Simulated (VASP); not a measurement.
# Se (Im-3m) in VASP: single point with r2SCAN

Aim: the single point of Se with r2SCAN.

Program: VASP 6.6.1. These are calculated values, not measurements. Logs are shortened: lines on timing, memory, paths and dates and some standing lists are left out, and cuts for length are marked.

**1. The cell of the first run**

Symmetry: Im-3m, No. 229, cubic system. The conventional cell has a = 3.407 Å, b = 3.407 Å, c = 3.407 Å, α = 90.00°, β = 90.00°, γ = 90.00°. Within 3.9 Å of Se (site symmetry m-3m) lie 14 Se at 2.95 to 3.41 Å.

This isn't the form of Se at room conditions, which is trigonal, of chains.

**2. Single point, r2SCAN**

POSCAR

```
Se
1.0
   -1.7034486149      1.7034486149      1.7034486149
    1.7034486149     -1.7034486149      1.7034486149
    1.7034486149      1.7034486149     -1.7034486149
Se
1
Direct
    0.0000000000      0.0000000000      0.0000000000
```

INCAR.step1

```
PREC = Accurate
ENCUT = 520
ISMEAR = 0
SIGMA = 0.1
LREAL = F
LASPH = T
NELM = 100
NBANDS = 9
GGA = PE
ALGO = Normal
EDIFF = 1E-4
LWAVE = T
LCHARG = F
```

INCAR.step2

```
PREC = Accurate
ENCUT = 520
EDIFF = 1E-6
ISMEAR = 0
SIGMA = 0.1
LREAL = F
LASPH = T
NELM = 100
ALGO = Normal
ISIF = 2
LWAVE = F
LCHARG = F
METAGGA = R2SCAN
LMIXTAU = T
NBANDS = 9
ISTART = 1
```

KPOINTS

```
regular mesh
0
Gamma
  8 8 8
```

Potentials or basis: VASP PAW PBE potentials, release 64 (Se).

The run is started by

```
> cat potpaw_PBE.64/Se/POTCAR > POTCAR
> cp INCAR.step1 INCAR
> mpirun -np 1 vasp_std > vasp.out
> cp INCAR.step2 INCAR
> mpirun -np 1 vasp_std > vasp.out
```

OUTCAR:

```text
PREC = Accurate
   ENCUT = 520
   EDIFF = 1E-6
   ISMEAR = 0
   LREAL = F
   LASPH = T
   NELM = 100
   ISIF = 2
   METAGGA = R2SCAN
   ISTART = 1

 ion  position               nearest neighbor table
   1  0.000  0.000  0.000-

  LATTYP: Found a body centered cubic cell.
 ALAT       =     3.4068972298

  Lattice vectors:

 A1 = (  -1.7034486149,   1.7034486149,   1.7034486149)
 A2 = (   1.7034486149,  -1.7034486149,   1.7034486149)
 A3 = (   1.7034486149,   1.7034486149,  -1.7034486149)

Analysis of symmetry for initial positions (statically):
=====================================================================
 Subroutine PRICEL returns:
 Original cell was already a primitive cell.

 Routine SETGRP: Setting up the symmetry group for a
 body centered cubic supercell.

 Subroutine GETGRP returns: Found 48 space group operations
 (whereof 48 operations were pure point group operations)
 out of a pool of 48 trial point group operations.

The static configuration has the point symmetry O_h .

Analysis of symmetry for dynamics (positions and initial velocities):
=====================================================================
 Subroutine PRICEL returns:
 Original cell was already a primitive cell.

 Routine SETGRP: Setting up the symmetry group for a
 body centered cubic supercell.

 Subroutine GETGRP returns: Found 48 space group operations
 (whereof 48 operations were pure point group operations)
 out of a pool of 48 trial point group operations.

The dynamic configuration has the point symmetry O_h .

 Subroutine INISYM returns: Found 48 space group operations
 (whereof 48 operations are pure point group operations),
 and found     1 'primitive' translations

----------------------------------------------------------------------------------------

                                     Primitive cell

  volume of cell :      19.7718

  direct lattice vectors                    reciprocal lattice vectors
    -1.703448615  1.703448615  1.703448615     0.000000000  0.293522209  0.293522209
     1.703448615 -1.703448615  1.703448615     0.293522209  0.000000000  0.293522209
     1.703448615  1.703448615 -1.703448615     0.293522209  0.293522209  0.000000000

  length of vectors
     2.950459549  2.950459549  2.950459549     0.415103089  0.415103089  0.415103089

  position of ions in fractional coordinates (direct lattice)
     0.000000000  0.000000000  0.000000000

  ion indices of the primitive-cell ions
   primitive index   ion index
                 1           1

[... 78 lines left out ...]
   ISYM   =      2    0-nonsym 1-usesym 2-fastsym
   POTIM  = 0.5000    time-step for ionic-motion
   TEBEG  =    0.0;   TEEND  =   0.0 temperature during run
   PSTRESS=    0.0 pullay stress
   NELECT =       6.0000    total number of electrons
   NUPDOWN=      -1.0000    fix difference up-down
   EMIN   =  10.00;   EMAX   =-10.00  energy-range for DOS
   EFERMI =   0.00;   METHOD = LEGACY
   ISMEAR =     0;   SIGMA  =   0.10  broadening in eV -4-tet -1-fermi 0-gaus
   EFERMI_NEDOS =   21; number of points for ismear=-14 and -15
   IALGO  =     38    algorithm
   IMIX   =      4    mixing-type and parameters
     AMIX     =   0.40;   BMIX     =  1.00
     AMIX_MAG =   1.60;   BMIX_MAG =  1.00
  volume/ion in A,a.u.               =      19.77       133.43
  Fermi-wavevector in a.u.,A,eV,Ry     =   1.100127  2.078939 16.466855  1.210280
  Thomas-Fermi vector in A             =   2.236533
   LORBIT       =      0    0 simple, 1 ext, 2 COOP (PROOUT), +10 PAW based schemes
   METAGGA = R2SCAN    functional components
   LHFCALC =     F    Hartree Fock is set to
   AEXX    =    0.0000 exact exchange contribution
   IVDW    =     0    specifies the selected vdW correction
   LEPSILON=     F    determine dielectric tensor
   LRPA    =     F    only Hartree local field effects (RPA)
 non-spin polarized calculation
 Gauss-broadening in eV      SIGMA  =   0.10
  energy-cutoff  :      520.00
  volume of cell :       19.77
 maximum number of plane-waves:       555
 NGX is ok and might be reduce to    24
   NGX = 11   NGY = 11   NGZ = 11

 number of electron       6.0000000 magnetization

 Free energy of the ion-electron system (eV)
  ---------------------------------------------------
  ext. energy  EPLUGINS =         0.00000000
  ---------------------------------------------------
  free energy    TOTEN  =       -13.63188750 eV

  energy without entropy =      -13.62618423  energy(sigma->0) =      -13.62903587

 E-fermi :   5.4322     XC(G=0): -11.2443

 val. band max:        5.3610124821   @ k =   0.2500   0.1250   0.0000
 cond. band min:       5.4587188850   @ k =   0.2500   0.1250   0.1250
 fundamental gap:      0.0977064029
 Fermi energy:         5.4321699164

 k-point     1 :       0.0000    0.0000    0.0000
  band No.  band energies     occupation
      1     -11.4199      2.00000
      2       8.8598      0.00000
      3       8.8598      0.00000
      4       8.8598      0.00000
      5      18.4914      0.00000
      6      18.6212      0.00000
      7      18.6212      0.00000
      8      18.6212      0.00000
      9      22.1172      0.00000
[... 265 lines left out ...]
 k-point    24 :      -0.3750    0.3750    0.2500
  band No.  band energies     occupation
      1      -7.3917      2.00000
      2       1.1968      2.00000
      3       3.7994      2.00000
      4       4.6046      2.00000
      5      12.7948      0.00000
      6      17.2913      0.00000
      7      20.0853      0.00000
      8      21.3113      0.00000
      9      26.0994      0.00000

 [... further k-points ...]

------------------------ aborting loop because EDIFF is reached ----------------------------------------

  FORCE on cell =-STRESS in cart. coord.  units (eV):
  Direction    XX          YY          ZZ          XY          YZ          ZX
  --------------------------------------------------------------------------------------
  -------------------------------------------------------------------------------------
  Total        0.1756592      0.1756592      0.1756592      0.0000000      0.0000000      0.0000000
  in kB       14.2342447     14.2342447     14.2342447      0.0000000      0.0000000      0.0000000
  external PRESSURE =      14.2342447 kB  Pullay stress =       0.0000000 kB

 VOLUME and BASIS-vectors are now :
 -----------------------------------------------------------------------------
  energy-cutoff  :      520.00
  volume of cell :       19.77
      direct lattice vectors                 reciprocal lattice vectors
    -1.703448615  1.703448615  1.703448615     0.000000000  0.293522209  0.293522209
     1.703448615 -1.703448615  1.703448615     0.293522209  0.000000000  0.293522209
     1.703448615  1.703448615 -1.703448615     0.293522209  0.293522209  0.000000000

 POSITION                                       TOTAL-FORCE (eV/Angst)
 -----------------------------------------------------------------------------------
      0.00000      0.00000      0.00000         0.000000      0.000000     -0.000000
 -----------------------------------------------------------------------------------
    total drift:                                0.000000     -0.000000     -0.000000

  FREE ENERGIE OF THE ION-ELECTRON SYSTEM (eV)
  ---------------------------------------------------
  free  energy   TOTEN  =       -13.6318875000 eV

  energy  without entropy=      -13.6261842320  energy(sigma->0) =      -13.62903587
```

OSZICAR.step1:

```text
N       E                     dE             d eps       ncg     rms          rms(c)
DAV:   1     0.859253909878E+01    0.85925E+01   -0.29406E+03   522   0.574E+02
DAV:   2    -0.272632778135E+01   -0.11319E+02   -0.11087E+02   729   0.769E+01
DAV:   3    -0.295347396319E+01   -0.22715E+00   -0.22669E+00   626   0.956E+00
DAV:   4    -0.295384545192E+01   -0.37149E-03   -0.37148E-03   725   0.421E-01
DAV:   5    -0.295384574129E+01   -0.28937E-06   -0.28932E-06   602   0.101E-02    0.324E+00
DAV:   6    -0.295395345720E+01   -0.10772E-03   -0.23734E-03   599   0.270E-01    0.192E+00
DAV:   7    -0.295475662513E+01   -0.80317E-03   -0.42212E-03   576   0.367E-01    0.664E-02
DAV:   8    -0.295477161862E+01   -0.14993E-04   -0.12438E-04   541   0.675E-02
   1 F= -.29547716E+01 E0= -.29512565E+01  d E =-.703024E-02
```

Run time: 22 s. Hardware: 1 thread of Intel Xeon 8259CL, shared host; peak memory 0.14 GiB.

Results:

```yaml
Free_energy: -13.6319 eV
Pressure: 1.4 GPa
Band_gap_on_the_k_mesh: zero (bands 3 and 4 overlap by 7.22 eV)
```

Caveat: the PAW data sets were made with another functional, which shifts forces and pressure a little.
